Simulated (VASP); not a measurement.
# Rh (Pm-3m) in VASP: notebook

Runs on Rh. Level: PBE. Tasks: single point, relaxation of cell and atoms.

Program: VASP 6.6.1. These are calculated values, not measurements. Logs are shortened: lines on timing, memory, paths and dates and some standing lists are left out, and cuts for length are marked.

### 1 The cell of the first run

Symmetry: Pm-3m, No. 221, cubic system. The conventional cell has a = 3.659 Å, b = 3.659 Å, c = 3.659 Å, α = 90.00°, β = 90.00°, γ = 90.00°. Rh (site symmetry 4/mmm) has 8 Rh at 2.59 Å within 3.4 Å.

The cell was generated, and may not be a known phase.

### 2 Single point, PBE

The input, INCAR:

```
SYSTEM = Rh
PREC = Accurate ; ENCUT = 520
EDIFF = 1E-6 ; ISMEAR = 0
SIGMA = 0.1 ; LREAL = .FALSE.
LASPH = .TRUE. ; NELM = 80
ALGO = Normal ; ISIF = 2
LWAVE = .FALSE. ; LCHARG = .FALSE.
GGA = PE ; NBANDS = 30
```

The input, KPOINTS:

```
Automatic mesh
0
G
  6 6 6
  0 0 0
```

The input, POSCAR:

```
Rh
1.0
    3.6592353600      0.0000000000      0.0000000000
    0.0000000000      3.6592353600      0.0000000000
    0.0000000000      0.0000000000      3.6592353600
Rh
3
Direct
    0.5000000000      0.0000000000      0.0000000000
    0.0000000000      0.5000000000      0.0000000000
    0.0000000000      0.0000000000      0.5000000000
```

Potentials or basis: VASP PAW PBE potentials, release 64 (Rh_pv).

Started as:

```console
$ cat potpaw_PBE.64/Rh_pv/POTCAR > POTCAR
$ mpirun -np 1 vasp_std > vasp.out
```

OUTCAR:

```text
SYSTEM = Rh
   PREC = Accurate
   ENCUT = 520
   EDIFF = 1E-6
   ISMEAR = 0
   LREAL = .FALSE.
   LASPH = .TRUE.
   NELM = 80
   ISIF = 2
   GGA = PE

 ion  position               nearest neighbor table
   1  0.500  0.000  0.000-   2 2.59   3 2.59   3 2.59   2 2.59   2 2.59   3 2.59   3 2.59   2 2.59

   2  0.000  0.500  0.000-   1 2.59   3 2.59   3 2.59   1 2.59   3 2.59   3 2.59   1 2.59   1 2.59

   3  0.000  0.000  0.500-   1 2.59   2 2.59   1 2.59   2 2.59   2 2.59   2 2.59   1 2.59   1 2.59

  LATTYP: Found a simple cubic cell.
 ALAT       =     3.6592353600

  Lattice vectors:

 A1 = (   3.6592353600,   0.0000000000,   0.0000000000)
 A2 = (   0.0000000000,   3.6592353600,   0.0000000000)
 A3 = (   0.0000000000,   0.0000000000,   3.6592353600)

Analysis of symmetry for initial positions (statically):
=====================================================================
 Subroutine PRICEL returns:
 Original cell was already a primitive cell.

 Routine SETGRP: Setting up the symmetry group for a
 simple cubic supercell.

 Subroutine GETGRP returns: Found 48 space group operations
 (whereof 48 operations were pure point group operations)
 out of a pool of 48 trial point group operations.

The static configuration has the point symmetry O_h .

Analysis of symmetry for dynamics (positions and initial velocities):
=====================================================================
 Subroutine PRICEL returns:
 Original cell was already a primitive cell.

 Routine SETGRP: Setting up the symmetry group for a
 simple cubic supercell.

 Subroutine GETGRP returns: Found 48 space group operations
 (whereof 48 operations were pure point group operations)
 out of a pool of 48 trial point group operations.

The dynamic configuration has the point symmetry O_h .

 Subroutine INISYM returns: Found 48 space group operations
 (whereof 48 operations are pure point group operations),
 and found     1 'primitive' translations

----------------------------------------------------------------------------------------

                                     Primitive cell

  volume of cell :      48.9972

  direct lattice vectors                    reciprocal lattice vectors
     3.659235360  0.000000000  0.000000000     0.273281137  0.000000000  0.000000000
     0.000000000  3.659235360  0.000000000     0.000000000  0.273281137  0.000000000
     0.000000000  0.000000000  3.659235360     0.000000000  0.000000000  0.273281137

  length of vectors
     3.659235360  3.659235360  3.659235360     0.273281137  0.273281137  0.273281137

  position of ions in fractional coordinates (direct lattice)
     0.500000000  0.000000000  0.000000000
     0.000000000  0.500000000  0.000000000
     0.000000000  0.000000000  0.500000000

  ion indices of the primitive-cell ions
   primitive index   ion index
                 1           1
                 2           2
                 3           3

----------------------------------------------------------------------------------------

 KPOINTS: Automatic mesh

Automatic generation of k-mesh.
 Grid dimensions read from file:
 generate k-points for:    6    6    6

 Generating k-lattice:

  Cartesian coordinates                     Fractional coordinates (reciprocal lattice)
     0.045546856  0.000000000  0.000000000     0.166666667  0.000000000  0.000000000
     0.000000000  0.045546856  0.000000000     0.000000000  0.166666667  0.000000000
     0.000000000  0.000000000  0.045546856     0.000000000  0.000000000  0.166666667

  Length of vectors
     0.045546856  0.045546856  0.045546856

  Shift w.r.t. Gamma in fractional coordinates (k-lattice)
     0.000000000  0.000000000  0.000000000

 Subroutine IBZKPT returns following result:
 ===========================================

 Found     20 irreducible k-points:

 Following reciprocal coordinates:
            Coordinates               Weight
  0.000000  0.000000  0.000000      1.000000
  0.166667  0.000000  0.000000      6.000000
  0.333333  0.000000  0.000000      6.000000
  0.500000  0.000000  0.000000      3.000000
  0.166667  0.166667  0.000000     12.000000
  0.333333  0.166667  0.000000     24.000000
[... 12 lines left out ...]
  0.500000  0.500000  0.333333      6.000000
  0.500000  0.500000  0.500000      1.000000
   k-points           NKPTS =     20   k-points in BZ     NKDIM =     20   number of bands    NBANDS=     30
   number of dos      NEDOS =    301   number of ions     NIONS =      3
   total plane-waves  NPLWV =  21952
   dimension x,y,z NGX =    28 NGY =   28 NGZ =   28
   dimension x,y,z NGXF=    56 NGYF=   56 NGZF=   56
   ions per type =               3
   NGX,Y,Z   is equivalent  to a cutoff of  12.72, 12.72, 12.72 a.u.
   NGXF,Y,Z  is equivalent  to a cutoff of  25.44, 25.44, 25.44 a.u.
 SYSTEM =  Rh
   PREC   = accura    normal or accurate (medium, high low for compatibility)
   ISTART =      0    job   : 0-new  1-cont  2-samecut
   ICHARG =      2    charge: 1-file 2-atom 10-const
   ISPIN  =      1    spin polarized calculation?
   LNONCOLLINEAR =      F non collinear calculations
   LSORBIT =      F    spin-orbit coupling
   LASPH  =      T    aspherical Exc in radial PAW
   ENCUT  =  520.0 eV  38.22 Ry    6.18 a.u.   6.80  6.80  6.80*2*pi/ulx,y,z
   NELM   =     80;   NELMIN=  2; NELMDL= -5     # of ELM steps
   EDIFF  = 0.1E-05   stopping-criterion for ELM
   LREAL  =      F    real-space projection
   EDIFFG = 0.1E-04   stopping-criterion for IOM
   NSW    =      0    number of steps for IOM
   IBRION =     -1    ionic relax: 0-MD 1-quasi-New 2-CG
   NFREE  =      0    steps in history (QN), initial steepest desc. (CG)
   ISIF   =      2    stress and relaxation
   ISYM   =      2    0-nonsym 1-usesym 2-fastsym
   POTIM  = 0.5000    time-step for ionic-motion
   TEBEG  =    0.0;   TEEND  =   0.0 temperature during run
   PSTRESS=    0.0 pullay stress
   NELECT =      45.0000    total number of electrons
   NUPDOWN=      -1.0000    fix difference up-down
   EMIN   =  10.00;   EMAX   =-10.00  energy-range for DOS
   EFERMI =   0.00;   METHOD = LEGACY
   ISMEAR =     0;   SIGMA  =   0.10  broadening in eV -4-tet -1-fermi 0-gaus
   EFERMI_NEDOS =   21; number of points for ismear=-14 and -15
   IALGO  =     38    algorithm
   IMIX   =      4    mixing-type and parameters
     AMIX     =   0.40;   BMIX     =  1.00
     AMIX_MAG =   1.60;   BMIX_MAG =  1.00
  volume/ion in A,a.u.               =      16.33       110.22
  Fermi-wavevector in a.u.,A,eV,Ry     =   1.591312  3.007144 34.453676  2.532274
  Thomas-Fermi vector in A             =   2.689872
   LORBIT       =      0    0 simple, 1 ext, 2 COOP (PROOUT), +10 PAW based schemes
   GGA     = PE    functional components
   LHFCALC =     F    Hartree Fock is set to
   AEXX    =    0.0000 exact exchange contribution
   IVDW    =     0    specifies the selected vdW correction
   LEPSILON=     F    determine dielectric tensor
   LRPA    =     F    only Hartree local field effects (RPA)
 non-spin polarized calculation
 Gauss-broadening in eV      SIGMA  =   0.10
  energy-cutoff  :      520.00
  volume of cell :       49.00
 maximum number of plane-waves:      1357
 NGX is ok and might be reduce to    28
   NGX = 13   NGY = 13   NGZ = 13

 number of electron      44.9999988 magnetization

 Free energy of the ion-electron system (eV)
  ---------------------------------------------------
  ext. energy  EPLUGINS =         0.00000000
  ---------------------------------------------------
  free energy    TOTEN  =       -19.72820177 eV

  energy without entropy =      -19.68078063  energy(sigma->0) =      -19.70449120

 E-fermi :   8.9812     XC(G=0): -12.7047

 val. band max:        8.9771574513   @ k =   0.5000   0.5000   0.3333
 cond. band min:       8.9891455528   @ k =   0.1667   0.1667   0.0000
 fundamental gap:      0.0119881015
 Fermi energy:         8.9812286453

 k-point     1 :       0.0000    0.0000    0.0000
  band No.  band energies     occupation
      1     -37.7672      2.00000
      2     -37.7672      2.00000
      3     -37.7672      2.00000
      4     -37.1472      2.00000
      5     -37.1472      2.00000
      6     -37.1472      2.00000
[... 22 lines left out ...]
     29      21.8591      0.00000
     30      22.1123      0.00000

 k-point     2 :       0.1667    0.0000    0.0000
  band No.  band energies     occupation
      1     -37.7439      2.00000
      2     -37.7439      2.00000
      3     -37.7270      2.00000
      4     -37.1561      2.00000
      5     -37.1561      2.00000
      6     -37.1500      2.00000
[... 22 lines left out ...]
     29      21.4633      0.00000
     30      22.0144      0.00000

 k-point     3 :       0.3333    0.0000    0.0000
  band No.  band energies     occupation
      1     -37.6910      2.00000
      2     -37.6910      2.00000
      3     -37.6214      2.00000
      4     -37.1853      2.00000
      5     -37.1853      2.00000
      6     -37.1830      2.00000
[... 22 lines left out ...]
     29      20.6999      0.00000
     30      21.7555      0.00000

 k-point     4 :       0.5000    0.0000    0.0000
  band No.  band energies     occupation
      1     -37.6600      2.00000
      2     -37.6600      2.00000
      3     -37.5353      2.00000
      4     -37.2777      2.00000
      5     -37.2079      2.00000
      6     -37.2079      2.00000
[... 22 lines left out ...]
     29      20.3775      0.00000
     30      21.6663      0.00000

 k-point     5 :       0.1667    0.1667    0.0000
  band No.  band energies     occupation
      1     -37.7724      2.00000
      2     -37.7200      2.00000
      3     -37.6439      2.00000
      4     -37.2175      2.00000
      5     -37.1623      2.00000
      6     -37.1206      2.00000
[... 22 lines left out ...]
     29      21.2923      0.00000
     30      21.9603      0.00000
[... 394 lines left out ...]
     29      19.1951      0.00000
     30      19.1952      0.00000

 k-point    18 :       0.5000    0.3333    0.3333
  band No.  band energies     occupation
      1     -38.0464      2.00000
      2     -37.4863      2.00000
      3     -37.4715      2.00000
      4     -37.4453      2.00000
      5     -37.3056      2.00000
      6     -37.2375      2.00000
[... 22 lines left out ...]
     29      18.3317      0.00000
     30      18.5778      0.00000

 k-point    19 :       0.5000    0.5000    0.3333
  band No.  band energies     occupation
      1     -38.0934      2.00000
      2     -37.5200      2.00000
      3     -37.4785      2.00000
      4     -37.4785      2.00000
      5     -37.2702      2.00000
      6     -37.2149      2.00000
[... 22 lines left out ...]
     29      19.0839      0.00000
     30      19.0887      0.00000

 k-point    20 :       0.5000    0.5000    0.5000
  band No.  band energies     occupation
      1     -38.1471      2.00000
      2     -37.5197      2.00000
      3     -37.5197      2.00000
      4     -37.5197      2.00000
      5     -37.2147      2.00000
      6     -37.2147      2.00000
[... 22 lines left out ...]
     29      18.3803      0.00000
     30      18.3803      0.00000

------------------------ aborting loop because EDIFF is reached ----------------------------------------

  FORCE on cell =-STRESS in cart. coord.  units (eV):
  Direction    XX          YY          ZZ          XY          YZ          ZX
  --------------------------------------------------------------------------------------
  -------------------------------------------------------------------------------------
  Total        1.4828943      1.4828943      1.4828943     -0.0000000     -0.0000000      0.0000000
  in kB       48.4897270     48.4897270     48.4897270     -0.0000000     -0.0000000      0.0000000
  external PRESSURE =      48.4897270 kB  Pullay stress =       0.0000000 kB

 VOLUME and BASIS-vectors are now :
 -----------------------------------------------------------------------------
  energy-cutoff  :      520.00
  volume of cell :       49.00
      direct lattice vectors                 reciprocal lattice vectors
     3.659235360  0.000000000  0.000000000     0.273281137  0.000000000  0.000000000
     0.000000000  3.659235360  0.000000000     0.000000000  0.273281137  0.000000000
     0.000000000  0.000000000  3.659235360     0.000000000  0.000000000  0.273281137

 POSITION                                       TOTAL-FORCE (eV/Angst)
 -----------------------------------------------------------------------------------
      1.82962      0.00000      0.00000         0.000000      0.000000      0.000000
      0.00000      1.82962      0.00000         0.000000      0.000000      0.000000
      0.00000      0.00000      1.82962         0.000000      0.000000      0.000000
 -----------------------------------------------------------------------------------
    total drift:                               -0.000000      0.000000     -0.000000

  FREE ENERGIE OF THE ION-ELECTRON SYSTEM (eV)
  ---------------------------------------------------
  free  energy   TOTEN  =       -19.7282017692 eV

  energy  without entropy=      -19.6807806281  energy(sigma->0) =      -19.70449120
```

It took 10 s on 1 thread of Intel Xeon 6975P-C (Granite Rapids), shared host; peak memory 0.16 GiB.

What came out:

| Property | Result |
| --- | --- |
| Free energy | -19.7282 eV |
| Pressure | 4.8 GPa |
| Band gap on the k mesh | zero (an odd number of electrons rules out a gap without spin polarisation) |

Caveat: the cell stands under pressure.

### 3 Single point, PBE

This run uses another cell than the first one, of 16.75 Å³/atom.

The input, INCAR:

```
PREC = Accurate
ENCUT = 520
EDIFF = 1E-6
ISMEAR = 0
SIGMA = 0.1
LREAL = False
LASPH = True
NELM = 100
ALGO = Normal
ISIF = 2
LWAVE = False
LCHARG = False
GGA = PE
NBANDS = 30
```

The input, KPOINTS:

```
Automatic mesh
0
Gamma
  6 6 6
```

The input, POSCAR:

```
Rh
1.0
    3.6899685074      0.0000000000      0.0000000000
    0.0000000000      3.6899685074      0.0000000000
    0.0000000000      0.0000000000      3.6899685074
Rh
3
Direct
    0.5000000000      0.0000000000      0.0000000000
    0.0000000000      0.5000000000      0.0000000000
    0.0000000000      0.0000000000      0.5000000000
```

Potentials or basis: VASP PAW PBE potentials, release 64 (Rh_pv).

Started as:

```console
$ cat potpaw_PBE.64/Rh_pv/POTCAR > POTCAR
$ mpirun -np 1 vasp_std > vasp.out
```

It took 9.9 s on 1 thread of Intel Xeon 6975P-C (Granite Rapids), shared host; peak memory 0.16 GiB.

The run converged. Its results:

```yaml
Free_energy: -19.7468 eV
Pressure: -0.1 GPa
Band_gap_on_the_k_mesh: zero (an odd number of electrons rules out a gap without spin polarisation)
```

Levels at points of the mesh, in eV from the Fermi level:
| k point | band 21 | band 22 | band 23 | band 24 | band 25 | band 26 |
| --- | --- | --- | --- | --- | --- | --- |
| (0.00, 0.00, 0.00) | 0.29 | 1.48 | 1.82 | 1.82 | 1.82 | 5.28 |
| (0.50, 0.00, 0.00) | -0.79 | -0.60 | -0.60 | -0.36 | 0.43 | 1.83 |
| (0.50, 0.50, 0.00) | -1.37 | -1.23 | -0.58 | 0.08 | 0.97 | 2.98 |
| (0.50, 0.50, 0.50) | -0.03 | 1.31 | 1.42 | 1.42 | 1.42 | 2.95 |

[end of part 1 of 2]

The gap in the log of VASP goes by the Fermi energy; the results here count the filled bands.